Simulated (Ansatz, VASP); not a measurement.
**Two plane-wave programs on SnTe**

The input INCAR:

```
SYSTEM = SnTe
ALGO = Normal
EDIFF = 1E-6
ENCUT = 520
GGA = CA
GGA_COMPAT = .FALSE.
ISIF = 2
ISMEAR = -1
LASPH = .TRUE.
LCHARG = .FALSE.
LORBIT = 11
LORBMOM = .TRUE.
LREAL = .FALSE.
LSORBIT = .TRUE.
LWAVE = .FALSE.
MAGMOM = 0 0 0 0 0 0
NBANDS = 32
NELM = 150
PREC = Accurate
SIGMA = 0.05
```

KPOINTS

```
k-points
0
G
  5 5 5
  0 0 0
```

POSCAR

```
SnTe
1.0
    3.9047000000      0.0000000000      0.0000000000
    0.0000000000      3.9047000000      0.0000000000
    0.0000000000      0.0000000000      3.9047000000
Te Sn
1 1
Direct
    0.5000000000      0.5000000000      0.5000000000
    0.0000000000      0.0000000000      0.0000000000
```

The input input.yaml:

```yaml
crystal:
  lattice:
    - [3.9047, 0.0, 0.0]
    - [0.0, 3.9047, 0.0]
    - [0.0, 0.0, 3.9047]
  atoms:
    - { symbol: Te, position: [0.5, 0.5, 0.5] }
    - { symbol: Sn, position: [0.0, 0.0, 0.0] }
hamiltonian:
  xc: lda
  pseudopotentials: { kind: paw_fr }
magnetization:
  noncollinear: true
  spin_orbit: true
kpoints:
  mp_grid: { grid: [5, 5, 5] }
  band_path:
    path:
      - [[0.0, 0.0, 0.0], [0.0, 0.5, 0.0], [0.5, 0.5, 0.0], [0.0, 0.0, 0.0], [0.5, 0.5, 0.5], [0.0, 0.5, 0.0]]
      - [[0.5, 0.5, 0.0], [0.5, 0.5, 0.5]]
    npoints: 14
scf:
  occupations: { method: fermi_dirac, width: 0.05 }
  n_extra_bands: 6
output:
  forces: true
  stress: true
  eigenvalues: true
  fatbands: false
```

Alike in both runs: functional LDA; k mesh 5 × 5 × 5; occupations fermi-dirac, width 0.05 eV; non-collinear spin, spin-orbit coupling.

```csv
,VASP,Ansatz
version,VASP 6.6.1,Ansatz 0.2.0
potentials or method,"VASP PAW LDA potentials, release 64 (Te, Sn_d)",Ansatz PAW
plane-wave cutoff (eV),520,420
valence electrons in the cell,20,30
task,single point,band structure
```

Ansatz gave:

```
pressure (GPa)           : -4.1
net moment per atom (μB) : 0.00
```

Problem. Which values does VASP return?

Solution. Pressure (GPa): -4.0; net moment per atom (μB): 0.00.

LDA's correlation is that of Perdew and Zunger in VASP and of Perdew and Wang (1992) in Ansatz. VASP's potentials hold 20 valence electrons a cell and Ansatz's 30, so a difference there can come from the potentials and not from the codes.
